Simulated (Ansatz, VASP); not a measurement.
## Se in VASP and in Ansatz

Contents of POSCAR:

```
Se
1.0
   -1.6700976653      1.6700976653      1.6700976653
    1.6700976653     -1.6700976653      1.6700976653
    1.6700976653      1.6700976653     -1.6700976653
Se
1
Direct
    0.0000000000      0.0000000000      0.0000000000
```

The input INCAR.step1:

```
PREC = Accurate ; ENCUT = 520
ISMEAR = -1 ; SIGMA = 0.1
LREAL = False ; LASPH = True
NELM = 100 ; NBANDS = 9
GGA = PE ; ALGO = Normal
EDIFF = 1E-4 ; LWAVE = True
LCHARG = False
```

INCAR.step2

```
PREC = Accurate ; ENCUT = 520
EDIFF = 1E-6 ; ISMEAR = -1
SIGMA = 0.1 ; LREAL = False
LASPH = True ; NELM = 100
ALGO = Normal ; ISIF = 2
LWAVE = False ; LCHARG = False
METAGGA = R2SCAN ; LMIXTAU = True
NBANDS = 9 ; ISTART = 1
```

KPOINTS

```
Automatic mesh
0
Gamma
  15 15 15
```

Input for Ansatz:

```yaml
crystal:
  lattice:
    - [-1.6700976653, 1.6700976653, 1.6700976653]
    - [1.6700976653, -1.6700976653, 1.6700976653]
    - [1.6700976653, 1.6700976653, -1.6700976653]
  atoms:
    - { symbol: Se, position: [0.0, 0.0, 0.0] }
hamiltonian:
  xc: r2scan
  pseudopotentials:
    kind: paw
    azcp:
      Se: "pseudopotentials/Se.paw.azcp"
basis:
  ecutwfc: 500
  fft_grid_basis: typed
kpoints:
  mp_grid: { grid: [15, 15, 15], shift: [0, 0, 0] }
magnetization:
  spin_polarized: false
scf:
  occupations: { method: fermi_dirac, width: 0.1 }
  lower_state_search: "off"
output:
  stress: true
```

Alike in both runs: task single point; functional r2SCAN; k mesh 15 × 15 × 15; occupations fermi-dirac, width 0.1 eV; no spin polarisation.

|  | VASP | Ansatz |
| --- | --- | --- |
| version | VASP 6.6.1 | Ansatz 0.2.0 |
| potentials or method | VASP PAW PBE potentials, release 64 (Se), cutoff 520 eV | plane waves (500 eV) with PAW, scalar-relativistic |
| valence electrons in the cell | 6 | 16 |

Ansatz gave:

- pressure (GPa): 8.1

Q: What did VASP give for the same quantities?

A: Pressure (GPa): 8.0.

VASP's potentials were made for PBE, not for r2SCAN. The functional is the same, so the differences come from potentials, cutoffs and numerics. VASP's potentials hold 6 valence electrons a cell and Ansatz's 16, so a difference there can come from the potentials and not from the codes.
